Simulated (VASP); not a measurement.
Write the native input for VASP 6.6.1 that does the following.

```yaml
Task: single point
Functional: PBEsol
Potentials_or_basis: VASP PAW PBE potentials, release 64 (Ba_sv)
Cutoff: 520 eV
k_mesh: 10 × 10 × 10
Occupations: fermi-dirac, width 0.05 eV
Spin: no spin polarisation
Dipole_correction: no
Further_INCAR_settings: ALGO = Normal; EDIFF = 1e-07; NBANDS = 11
```

The structure of Ba lies in POSCAR:

```
Ba
1.0
   -2.5328985096      2.5328985096      2.5328985096
    2.5328985096     -2.5328985096      2.5328985096
    2.5328985096      2.5328985096     -2.5328985096
Ba
1
Direct
    0.0000000000      0.0000000000      0.0000000000
```

These files were run (other wordings do the same):

INCAR

```
SYSTEM = Ba
PREC = Accurate ; ENCUT = 520
EDIFF = 1E-7 ; ISMEAR = -1
SIGMA = 0.05 ; LREAL = .False.
LASPH = .True. ; NELM = 60
ALGO = Normal ; ISIF = 2
LWAVE = .False. ; LCHARG = .False.
GGA = PS ; NBANDS = 11
```

KPOINTS

```
regular mesh
0
Gamma
  10 10 10
  0 0 0
```

Potentials or basis: VASP PAW PBE potentials, release 64 (Ba_sv).

Launch:

```sh
$ cat potpaw_PBE.64/Ba_sv/POTCAR > POTCAR
$ mpirun -np 1 vasp_std > vasp.out
```

Results of the run:

```yaml
Pressure: -0.8 GPa
Band_gap_on_the_k_mesh: zero (bands 5 and 6 overlap by 0.79 eV)
```

Caveat: the PAW data sets were made with another functional, which shifts forces and pressure a little; spin-orbit coupling is left out, which moves the levels of the heavy elements.

It took 30 s on 1 thread of Intel Xeon 8259CL (shared host), peak memory 0.21 GiB.
